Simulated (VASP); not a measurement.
The system is AgCl.

```
Ag Cl
1.0
     3.91668    0.00000    0.19365
     0.00000    3.79812    0.00000
    -0.27301    0.00000    5.53753
Ag Cl
2 2
Direct
  0.25005 0.25000 0.25000
  0.74995 0.75000 0.75000
  0.75004 0.75000 0.25000
  0.24996 0.25000 0.75000
```

This cell differs from its parent crystal: uniaxial y strain -3.1%.

Base run:

```yaml
Program: VASP 6.6.1
Functional: PBE
Potentials_or_basis: VASP PAW PBE potentials, release 64 (Ag, Cl)
Cutoff: 520 eV
k_mesh: 6 × 6 × 6
Occupations: fermi-dirac, width 0.02 eV
Spin: no spin polarisation
```

Its results: band gap on the k mesh 0.82 eV; pressure 3.2 GPa.

Problem. The run is repeated on the same cell with these changes: functional from PBE to r2SCAN; occupations from fermi-dirac, width 0.02 eV to gaussian, width 0.01 eV. What comes out?

Solution. Band gap on the k mesh 1.34 eV; pressure 1.7 GPa.

Caveats: the cell stands under pressure (at least some runs); the PAW data sets were made with another functional, which shifts forces and pressure a little (at least some runs).

A k mesh can miss the band edges.
